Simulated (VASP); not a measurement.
# CdTe (I-4m2) in VASP: a series of runs

The runs below take CdTe through single point, with r2SCAN.

All numbers are computed with VASP 6.6.1; they aren't measurements. Logs are shortened: lines on timing, memory, paths and dates and some standing lists are left out, and cuts for length are marked.

### 1 The cell of the first run

It takes space group I-4m2 (No. 119, tetragonal). Conventional cell: a = 4.419 Å, b = 4.419 Å, c = 6.090 Å, α = 90.00°, β = 90.00°, γ = 90.00°. Cd (site symmetry -4m2) has 4 Te at 2.68 Å within 3.5 Å. Te (site symmetry -4m2) has 4 Cd at 2.68 Å within 3.5 Å.

### 2 Single point, r2SCAN (strain -0.025 along x and y, -0.050 along z)

POSCAR

```
CdTe
1.0
    0.0000000000      3.1248750000      3.0447500000
    3.1248750000      0.0000000000      3.0447500000
    3.1248750000      3.1248750000      0.0000000000
Cd Te
1 1
Direct
    0.0000000000      0.0000000000      0.0000000000
    0.7500000000      0.7500000000      0.7500000000
```

INCAR.step1

```
  PREC = Accurate
  ENCUT = 520
  ISMEAR = 0
  SIGMA = 0.05
  LREAL = False
  LASPH = True
  NELM = 100
  NBANDS = 16
  GGA = PE
  ALGO = Normal
  EDIFF = 1E-4
  LWAVE = True
  LCHARG = False
```

INCAR.step2

```
  PREC = Accurate
  ENCUT = 520
  EDIFF = 1E-7
  ISMEAR = 0
  SIGMA = 0.05
  LREAL = False
  LASPH = True
  NELM = 100
  ALGO = Normal
  ISIF = 2
  LWAVE = False
  LCHARG = False
  METAGGA = R2SCAN
  LMIXTAU = True
  NBANDS = 16
  ISTART = 1
```

KPOINTS

```
Automatic mesh
0
Gamma
  8 8 8
```

Potentials or basis: VASP PAW PBE potentials, release 64 (Cd, Te).

Command:

```
> cat potpaw_PBE.64/Cd/POTCAR potpaw_PBE.64/Te/POTCAR > POTCAR
> cp INCAR.step1 INCAR
> mpirun -np 1 vasp_std > vasp.out
> cp INCAR.step2 INCAR
> mpirun -np 1 vasp_std > vasp.out
```

OUTCAR:

```text
PREC = Accurate
   ENCUT = 520
   EDIFF = 1E-7
   ISMEAR = 0
   LREAL = False
   LASPH = True
   NELM = 100
   ISIF = 2
   METAGGA = R2SCAN
   ISTART = 1

 ion  position               nearest neighbor table
   1  0.000  0.000  0.000-   2 2.68   2 2.68   2 2.68   2 2.68
   2  0.750  0.750  0.750-   1 2.68   1 2.68   1 2.68   1 2.68

  LATTYP: Found a body centered tetragonal cell.
 ALAT       =     4.4192406057
 C/A-ratio  =     1.3779516762

  Lattice vectors:

 A1 = (   0.0000000000,  -3.1248750000,  -3.0447500000)
 A2 = (   0.0000000000,   3.1248750000,  -3.0447500000)
 A3 = (   3.1248750000,   0.0000000000,   3.0447500000)

Analysis of symmetry for initial positions (statically):
=====================================================================
 Subroutine PRICEL returns:
 Original cell was already a primitive cell.

 Routine SETGRP: Setting up the symmetry group for a
 body centered tetragonal supercell.

 Subroutine GETGRP returns: Found  8 space group operations
 (whereof  8 operations were pure point group operations)
 out of a pool of 16 trial point group operations.

The static configuration has the point symmetry D_2d.

Analysis of symmetry for dynamics (positions and initial velocities):
=====================================================================
 Subroutine PRICEL returns:
 Original cell was already a primitive cell.

 Routine SETGRP: Setting up the symmetry group for a
 body centered tetragonal supercell.

 Subroutine GETGRP returns: Found  8 space group operations
 (whereof  8 operations were pure point group operations)
 out of a pool of 16 trial point group operations.

The dynamic configuration has the point symmetry D_2d.

 Subroutine INISYM returns: Found  8 space group operations
 (whereof  8 operations are pure point group operations),
 and found     1 'primitive' translations

----------------------------------------------------------------------------------------

                                     Primitive cell

  volume of cell :      59.4630

  direct lattice vectors                    reciprocal lattice vectors
     0.000000000  3.124875000  3.044750000    -0.160006400  0.160006400  0.164217095
     3.124875000  0.000000000  3.044750000     0.160006400 -0.160006400  0.164217095
     3.124875000  3.124875000  0.000000000     0.160006400  0.160006400 -0.164217095

  length of vectors
     4.362951562  4.362951562  4.419240606     0.279591399  0.279591399  0.279591399

  position of ions in fractional coordinates (direct lattice)
     0.000000000  0.000000000  0.000000000
     0.750000000  0.750000000  0.750000000

  ion indices of the primitive-cell ions
   primitive index   ion index
                 1           1
                 2           2

----------------------------------------------------------------------------------------

 KPOINTS: Automatic mesh

Automatic generation of k-mesh.
 Grid dimensions read from file:
 generate k-points for:    8    8    8

 Generating k-lattice:

  Cartesian coordinates                     Fractional coordinates (reciprocal lattice)
    -0.020000800  0.020000800  0.020527137     0.125000000  0.000000000  0.000000000
     0.020000800 -0.020000800  0.020527137     0.000000000  0.125000000  0.000000000
     0.020000800  0.020000800 -0.020527137     0.000000000  0.000000000  0.125000000

  Length of vectors
     0.034948925  0.034948925  0.034948925

  Shift w.r.t. Gamma in fractional coordinates (k-lattice)
     0.000000000  0.000000000  0.000000000

 Subroutine IBZKPT returns following result:
 ===========================================

 Found     59 irreducible k-points:

 Following reciprocal coordinates:
            Coordinates               Weight
  0.000000  0.000000  0.000000      1.000000
  0.125000 -0.000000  0.000000      8.000000
  0.250000 -0.000000  0.000000      8.000000
  0.375000 -0.000000  0.000000      8.000000
  0.500000 -0.000000  0.000000      4.000000
  0.125000  0.125000  0.000000      2.000000
[... 16 lines left out ...]
  0.250000 -0.000000  0.125000     16.000000
  0.375000 -0.000000  0.125000     16.000000
 [... further k-points ...]
   k-points           NKPTS =     59   k-points in BZ     NKDIM =     59   number of bands    NBANDS=     16
   number of dos      NEDOS =    301   number of ions     NIONS =      2
   total plane-waves  NPLWV =  36864
   dimension x,y,z NGX =    32 NGY =   32 NGZ =   36
   dimension x,y,z NGXF=    64 NGYF=   64 NGZF=   72
   ions per type =               1   1
   NGX,Y,Z   is equivalent  to a cutoff of  12.19, 12.19, 13.54 a.u.
   NGXF,Y,Z  is equivalent  to a cutoff of  24.39, 24.39, 27.09 a.u.
 SYSTEM =  unknown system
   PREC   = accura    normal or accurate (medium, high low for compatibility)
   ISTART =      1    job   : 0-new  1-cont  2-samecut
   ICHARG =      0    charge: 1-file 2-atom 10-const
   ISPIN  =      1    spin polarized calculation?
   LNONCOLLINEAR =      F non collinear calculations
   LSORBIT =      F    spin-orbit coupling
   LASPH  =      T    aspherical Exc in radial PAW
   ENCUT  =  520.0 eV  38.22 Ry    6.18 a.u.   8.11  8.11  8.22*2*pi/ulx,y,z
   NELM   =    100;   NELMIN=  2; NELMDL=  0     # of ELM steps
   EDIFF  = 0.1E-06   stopping-criterion for ELM
   LREAL  =      F    real-space projection
   EDIFFG = 0.1E-05   stopping-criterion for IOM
   NSW    =      0    number of steps for IOM
   IBRION =     -1    ionic relax: 0-MD 1-quasi-New 2-CG
   NFREE  =      0    steps in history (QN), initial steepest desc. (CG)
   ISIF   =      2    stress and relaxation
   ISYM   =      2    0-nonsym 1-usesym 2-fastsym
   POTIM  = 0.5000    time-step for ionic-motion
   TEBEG  =    0.0;   TEEND  =   0.0 temperature during run
   PSTRESS=    0.0 pullay stress
   NELECT =      18.0000    total number of electrons
   NUPDOWN=      -1.0000    fix difference up-down
   EMIN   =  10.00;   EMAX   =-10.00  energy-range for DOS
   EFERMI =   0.00;   METHOD = LEGACY
   ISMEAR =     0;   SIGMA  =   0.05  broadening in eV -4-tet -1-fermi 0-gaus
   EFERMI_NEDOS =   21; number of points for ismear=-14 and -15
   IALGO  =     38    algorithm
   IMIX   =      4    mixing-type and parameters
     AMIX     =   0.40;   BMIX     =  1.00
     AMIX_MAG =   1.60;   BMIX_MAG =  1.00
  volume/ion in A,a.u.               =      29.73       200.64
  Fermi-wavevector in a.u.,A,eV,Ry     =   1.099217  2.077219 16.439614  1.208278
  Thomas-Fermi vector in A             =   2.235608
   LORBIT       =      0    0 simple, 1 ext, 2 COOP (PROOUT), +10 PAW based schemes
   METAGGA = R2SCAN    functional components
   LHFCALC =     F    Hartree Fock is set to
   AEXX    =    0.0000 exact exchange contribution
   IVDW    =     0    specifies the selected vdW correction
   LEPSILON=     F    determine dielectric tensor
   LRPA    =     F    only Hartree local field effects (RPA)
 non-spin polarized calculation
 Gauss-broadening in eV      SIGMA  =   0.05
  energy-cutoff  :      520.00
  volume of cell :       59.46
 maximum number of plane-waves:      1616
   NGX = 17   NGY = 17   NGZ = 17

 number of electron      18.0000004 magnetization

 Free energy of the ion-electron system (eV)
  ---------------------------------------------------
  ext. energy  EPLUGINS =         0.00000000
  ---------------------------------------------------
  free energy    TOTEN  =       -46.33500754 eV

  energy without entropy =      -46.33500754  energy(sigma->0) =      -46.33500754

 E-fermi :   3.7473     XC(G=0):  -9.7530

 val. band max:        3.5236010508   @ k =   0.0000   0.0000   0.0000
 cond. band min:       5.1860234864   @ k =   0.0000   0.0000   0.0000
 fundamental gap:      1.6624224356
 Fermi energy:         3.7473269204

 k-point     1 :       0.0000    0.0000    0.0000
  band No.  band energies     occupation
      1      -8.9829      2.00000
      2      -5.6805      2.00000
      3      -5.6805      2.00000
      4      -5.6736      2.00000
      5      -5.2744      2.00000
      6      -5.2652      2.00000
[... 8 lines left out ...]
     15      13.3122      0.00000
     16      13.6831      0.00000

 k-point     2 :       0.1250   -0.0000    0.0000
  band No.  band energies     occupation
      1      -8.9017      2.00000
      2      -5.6636      2.00000
      3      -5.6591      2.00000
      4      -5.6231      2.00000
      5      -5.2753      2.00000
      6      -5.2675      2.00000
[... 8 lines left out ...]
     15      12.4975      0.00000
     16      12.7589      0.00000

 k-point     3 :       0.2500   -0.0000    0.0000
  band No.  band energies     occupation
      1      -8.7039      2.00000
      2      -5.6262      2.00000
      3      -5.6198      2.00000
      4      -5.4251      2.00000
      5      -5.2729      2.00000
      6      -5.2685      2.00000
[... 8 lines left out ...]
     15      12.3937      0.00000
     16      12.5392      0.00000

 k-point     4 :       0.3750   -0.0000    0.0000
  band No.  band energies     occupation
      1      -8.5075      2.00000
      2      -5.5956      2.00000
      3      -5.5865      2.00000
      4      -5.2650      2.00000
      5      -5.2618      2.00000
      6      -5.0469      2.00000
[... 8 lines left out ...]
     15      13.4051      0.00000
     16      13.4835      0.00000
[... 324 lines left out ...]
 k-point    22 :       0.1250    0.0000    0.1250
  band No.  band energies     occupation
      1      -8.8761      2.00000
      2      -5.6488      2.00000
      3      -5.6386      2.00000
      4      -5.6292      2.00000
      5      -5.2834      2.00000
      6      -5.2609      2.00000
[... 8 lines left out ...]
     15      12.8433      0.00000
     16      13.7045      0.00000

 k-point    23 :       0.2500   -0.0000    0.1250
  band No.  band energies     occupation
      1      -8.7182      2.00000
      2      -5.6199      2.00000
      3      -5.6018      2.00000
      4      -5.4889      2.00000
      5      -5.2825      2.00000
      6      -5.2560      2.00000
[... 8 lines left out ...]
     15      13.3343      0.00000
     16      13.6591      0.00000

 k-point    24 :       0.3750   -0.0000    0.1250
  band No.  band energies     occupation
      1      -8.5221      2.00000
      2      -5.5901      2.00000
      3      -5.5655      2.00000
      4      -5.3142      2.00000
      5      -5.2535      2.00000
      6      -5.1198      2.00000
[... 8 lines left out ...]
     15      13.3665      0.00000
     16      14.0529      0.00000

 [... further k-points ...]
[... 5 lines left out ...]
  --------------------------------------------------------------------------------------
  -------------------------------------------------------------------------------------
  Total        3.8322660      3.8322660      3.8945262      0.0000000     -0.0000000     -0.0000000
  in kB      103.2569492    103.2569492    104.9344966      0.0000000     -0.0000000     -0.0000000
  external PRESSURE =     103.8161317 kB  Pullay stress =       0.0000000 kB

 VOLUME and BASIS-vectors are now :
 -----------------------------------------------------------------------------
  energy-cutoff  :      520.00
  volume of cell :       59.46
      direct lattice vectors                 reciprocal lattice vectors
     0.000000000  3.124875000  3.044750000    -0.160006400  0.160006400  0.164217095
     3.124875000  0.000000000  3.044750000     0.160006400 -0.160006400  0.164217095
     3.124875000  3.124875000  0.000000000     0.160006400  0.160006400 -0.164217095

 POSITION                                       TOTAL-FORCE (eV/Angst)
 -----------------------------------------------------------------------------------
      0.00000      0.00000      0.00000         0.000000      0.000000      0.000000
      4.68731      4.68731      4.56712        -0.000000     -0.000000     -0.000000
 -----------------------------------------------------------------------------------
    total drift:                               -0.000015     -0.000015      0.000058

  FREE ENERGIE OF THE ION-ELECTRON SYSTEM (eV)
  ---------------------------------------------------
  free  energy   TOTEN  =       -46.3350075440 eV

  energy  without entropy=      -46.3350075440  energy(sigma->0) =      -46.33500754
```

It took 77 s on 1 thread of Intel Xeon 6975P-C (Granite Rapids), shared host; peak memory 0.23 GiB.

What came out:

```
Free energy            : -46.3350 eV
Pressure               : 10.4 GPa
Band gap on the k mesh : 1.66 eV, direct
```

Caveat: the cell differs from its parent crystal (strain -0.025 along x and y, -0.050 along z); the PAW data sets were made with another functional, which shifts forces and pressure a little; spin-orbit coupling is left out, which moves the levels of the heavy elements.

### 3 Single point, r2SCAN (strain -0.025 along x and y, +0.000 along z)

POSCAR

```
CdTe
1.0
    0.0000000000      3.1248750000      3.2050000000
    3.1248750000      0.0000000000      3.2050000000
    3.1248750000      3.1248750000      0.0000000000
Cd Te
1 1
Direct
    0.0000000000      0.0000000000      0.0000000000
    0.7500000000      0.7500000000      0.7500000000
```

INCAR.step1

```
PREC = Accurate
ENCUT = 520
ISMEAR = 0
SIGMA = 0.05
LREAL = F
LASPH = T
NELM = 80
NBANDS = 16
GGA = PE
ALGO = Normal
EDIFF = 1E-4
LWAVE = T
LCHARG = F
```

INCAR.step2

```
PREC = Accurate
ENCUT = 520
EDIFF = 1E-6
ISMEAR = 0
SIGMA = 0.05
LREAL = F
LASPH = T
NELM = 80
ALGO = Normal
ISIF = 2
LWAVE = F
LCHARG = F
METAGGA = R2SCAN
LMIXTAU = T
NBANDS = 16
ISTART = 1
```

KPOINTS is that of step 2.

Potentials or basis: VASP PAW PBE potentials, release 64 (Cd, Te).

Command:

```
> cat potpaw_PBE.64/Cd/POTCAR potpaw_PBE.64/Te/POTCAR > POTCAR
> cp INCAR.step1 INCAR
> mpirun -np 1 vasp_std > vasp.out
> cp INCAR.step2 INCAR
> mpirun -np 1 vasp_std > vasp.out
```

Run time: 89 s. Hardware: 1 thread of Intel Xeon 6975P-C (Granite Rapids), shared host; peak memory 0.24 GiB.

The run converged. Its results:

* Free energy: -46.4980 eV
* Pressure: 6.5 GPa
* Band gap on the k mesh: 1.52 eV, direct

Stress tensor (GPa, compression positive):
```
6.59 0.00 0.00
0.00 6.59 0.00
0.00 0.00 6.27
```

Levels at points of the mesh, in eV from the valence-band top:
| k point | band 7 | band 8 | band 9 | band 10 | band 11 | band 12 |
| --- | --- | --- | --- | --- | --- | --- |
| (0.00, 0.00, 0.00) | -0.10 | 0.00 | 0.00 | 1.52 | 4.92 | 4.92 |
| (0.50, 0.00, 0.00) | -5.06 | -1.03 | -0.89 | 2.28 | 5.42 | 5.59 |
| (0.50, 0.50, 0.00) | -4.93 | -2.18 | -2.18 | 2.74 | 3.05 | 9.82 |
| (0.50, 0.00, 0.50) | -4.79 | -2.33 | -2.28 | 2.61 | 2.84 | 10.02 |

Caveat: the cell differs from its parent crystal (strain -0.025 along x and y, +0.000 along z); the PAW data sets were made with another functional, which shifts forces and pressure a little; spin-orbit coupling is left out, which moves the levels of the heavy elements.

### 4 Single point, r2SCAN (strain -0.025 along x and y, +0.025 along z)

POSCAR

```
CdTe
1.0
    0.0000000000      3.1248750000      3.2851250000
    3.1248750000      0.0000000000      3.2851250000
    3.1248750000      3.1248750000      0.0000000000
Cd Te
1 1
Direct
    0.0000000000      0.0000000000      0.0000000000
    0.7500000000      0.7500000000      0.7500000000
```

INCAR.step1

```
PREC = Accurate ; ENCUT = 520
ISMEAR = 0 ; SIGMA = 0.05
LREAL = False ; LASPH = True
NELM = 100 ; NBANDS = 16
GGA = PE ; ALGO = Normal
EDIFF = 1E-4 ; LWAVE = True
LCHARG = False
```

INCAR.step2

```
PREC = Accurate ; ENCUT = 520
EDIFF = 1E-7 ; ISMEAR = 0
SIGMA = 0.05 ; LREAL = False
LASPH = True ; NELM = 100
ALGO = Normal ; ISIF = 2
LWAVE = False ; LCHARG = False
METAGGA = R2SCAN ; LMIXTAU = True
NBANDS = 16 ; ISTART = 1
```

KPOINTS is that of step 3.

Command:

```
> cat potpaw_PBE.64/Cd/POTCAR potpaw_PBE.64/Te/POTCAR > POTCAR
> cp INCAR.step1 INCAR
> mpirun -np 1 vasp_std > vasp.out
> cp INCAR.step2 INCAR
> mpirun -np 1 vasp_std > vasp.out
```

Wall time 1.9 min (1 thread of Intel Xeon 6975P-C (Granite Rapids), shared host); peak memory 0.24 GiB.

The run converged. Its results:

| Item | Value |
| --- | --- |
| Free energy | -46.5496 eV |
| Pressure | 4.8 GPa |
| Band gap on the k mesh | 1.40 eV, direct |

Stress tensor (GPa, compression positive):
```
5.08 0.00 0.00
0.00 5.08 0.00
0.00 0.00 4.32
```

Levels at points of the mesh, in eV from the valence-band top:
| k point | band 5 | band 6 | band 7 | band 8 | band 9 | band 10 | band 11 | band 12 | band 13 | band 14 |
| --- | --- | --- | --- | --- | --- | --- | --- | --- | --- | --- |
| (0.00, 0.00, 0.00) | -8.52 | -8.51 | -0.20 | 0.00 | 0.00 | 1.40 | 4.92 | 4.92 | 4.94 | 7.98 |
| (0.50, 0.00, 0.00) | -8.50 | -8.09 | -4.92 | -1.09 | -0.81 | 2.21 | 5.36 | 5.66 | 7.41 | 9.41 |
| (0.50, 0.50, 0.00) | -8.48 | -7.98 | -4.90 | -2.03 | -2.03 | 2.85 | 3.17 | 9.49 | 10.08 | 10.08 |
| (0.50, 0.00, 0.50) | -8.47 | -7.88 | -4.63 | -2.31 | -2.22 | 2.61 | 2.76 | 9.77 | 9.86 | 10.12 |

Caveat: the cell differs from its parent crystal (strain -0.025 along x and y, +0.025 along z); the PAW data sets were made with another functional, which shifts forces and pressure a little; spin-orbit coupling is left out, which moves the levels of the heavy elements.

### 5 Single point, r2SCAN (strain +0.000 along x and y, -0.025 along z)

POSCAR

```
CdTe
1.0
    0.0000000000      3.2050000000      3.1248750000
    3.2050000000      0.0000000000      3.1248750000
    3.2050000000      3.2050000000      0.0000000000
Cd Te
1 1
Direct
    0.0000000000      0.0000000000      0.0000000000
    0.7500000000      0.7500000000      0.7500000000
```

INCAR.step1

```
PREC     = Accurate       # precision mode
ENCUT    = 520            # plane-wave cutoff, eV
ISMEAR   = 0              # smearing method
SIGMA    = 0.05           # smearing width, eV
LREAL    = F              # projectors in reciprocal space
LASPH    = T              # aspherical terms in the spheres
NELM     = 100            # most SCF steps
NBANDS   = 16             # bands
GGA      = PE             # functional
ALGO     = Normal         # electronic algorithm
EDIFF    = 1E-4           # SCF threshold, eV
LWAVE    = T              # write WAVECAR
LCHARG   = F              # write CHGCAR
```

INCAR.step2

```
PREC     = Accurate       # precision mode
ENCUT    = 520            # plane-wave cutoff, eV
EDIFF    = 1E-6           # SCF threshold, eV
ISMEAR   = 0              # smearing method
SIGMA    = 0.05           # smearing width, eV
LREAL    = F              # projectors in reciprocal space
LASPH    = T              # aspherical terms in the spheres
NELM     = 100            # most SCF steps
ALGO     = Normal         # electronic algorithm
ISIF     = 2              # what is computed and relaxed
LWAVE    = F              # write WAVECAR
LCHARG   = F              # write CHGCAR
METAGGA  = R2SCAN         # meta-GGA
LMIXTAU  = T            
NBANDS   = 16             # bands
ISTART   = 1
```

KPOINTS is that of step 4.

Command:

```
> cat potpaw_PBE.64/Cd/POTCAR potpaw_PBE.64/Te/POTCAR > POTCAR
> cp INCAR.step1 INCAR
> mpirun -np 1 vasp_std > vasp.out
> cp INCAR.step2 INCAR
> mpirun -np 1 vasp_std > vasp.out
```

Run time: 4.5 min. Hardware: 1 thread of Intel Xeon Platinum 8175M at 2.50GHz (Skylake/Cascade Lake), shared host; peak memory 0.25 GiB.

The run converged. Its results:

```yaml
Free_energy: -46.5546 eV
Pressure: 4.8 GPa
Band_gap_on_the_k_mesh: 1.41 eV, direct
```

Stress tensor (GPa, compression positive):
```
4.74 0.00 0.00
0.00 4.74 0.00
0.00 0.00 5.04
```

Levels at points of the mesh, in eV from the valence-band top:
```tsv
k point	band 6	band 7	band 8	band 9	band 10	band 11	band 12	band 13
(0.00, 0.00, 0.00)	-8.50	-0.09	-0.09	0.00	1.41	4.92	4.93	4.93
(0.50, 0.00, 0.00)	-8.08	-4.92	-1.01	-0.87	2.23	5.41	5.59	7.40
(0.50, 0.50, 0.00)	-7.87	-4.63	-2.26	-2.26	2.61	2.76	9.91	10.06
(0.50, 0.00, 0.50)	-7.92	-4.76	-2.17	-2.12	2.73	2.97	9.70	9.95
```

Caveat: the cell differs from its parent crystal (strain +0.000 along x and y, -0.025 along z); the PAW data sets were made with another functional, which shifts forces and pressure a little; spin-orbit coupling is left out, which moves the levels of the heavy elements.

(Part 1 of 2 ends here.)
